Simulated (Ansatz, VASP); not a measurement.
## One calculation of Hf, two programs

INCAR

```
SYSTEM = Hf
PREC = Accurate
ENCUT = 500
EDIFF = 1E-7
ISMEAR = -1
SIGMA = 0.1
LREAL = .FALSE.
LASPH = .TRUE.
NELM = 120
ALGO = Normal
ISIF = 3
LWAVE = .FALSE.
LCHARG = .FALSE.
GGA = PS
IBRION = 2
NSW = 100
EDIFFG = -0.002
GGA_COMPAT = .FALSE.
NELMIN = 4
```

KPOINTS

```
Automatic mesh
0
G
  18 18 10
  0 0 0
```

Contents of POSCAR:

```
Hf
1.0
    3.1967000000      0.0000000000      0.0000000000
   -1.5983500000      2.7684234083      0.0000000000
    0.0000000000      0.0000000000      5.0578000000
Hf
2
Direct
    0.3333333333      0.6666666667      0.2500000000
    0.6666666667      0.3333333333      0.7500000000
```

Input for Ansatz:

```yaml
crystal:
  lattice:
    - [3.19670000001, 0.0, 0.0]
    - [-1.59835, 2.76842340829, 0.0]
    - [0.0, 0.0, 5.0578]
  atoms:
    - { symbol: Hf, position: [0.333333333333, 0.666666666667, 0.25] }
    - { symbol: Hf, position: [0.666666666667, 0.333333333333, 0.75] }
kpoints:
  mp_grid: { grid: [18, 18, 10] }
scf:
  occupations: { method: fermi_dirac, width: 0.1 }
hamiltonian:
  xc: pbesol
  pseudopotentials: { kind: paw }
relax:
  f_tol: 0.002
  max_steps: 80
  cell: {}
output:
  forces: true
  stress: true
```

Alike in both runs: task relaxation of cell and atoms; functional PBEsol; k mesh 18 × 18 × 10; occupations fermi-dirac, width 0.1 eV; no spin polarisation.

|  | VASP | Ansatz |
| --- | --- | --- |
| version | VASP 6.6.1 | Ansatz 0.2.0 |
| potentials or method | VASP PAW PBE potentials, release 64 (Hf_pv) | PAW with Ansatz's default frozen-core files, scalar-relativistic |
| plane-wave cutoff (eV) | 500 | 420 |
| valence electrons in the cell | 20 | 52 |

|  | VASP | Ansatz | Ansatz less VASP |
| --- | --- | --- | --- |
| relaxed volume (Å³/atom) | 21.54 | 21.61 | +0.070 |
| relaxed cell length with the largest relative difference (Å) | 4.997 | 5.004 | +0.0073 |

VASP's potentials were made for PBE, not for PBEsol. VASP's potentials hold 20 valence electrons a cell and Ansatz's 52, so a difference there can come from the potentials and not from the codes.

Neither program's run includes spin-orbit coupling.
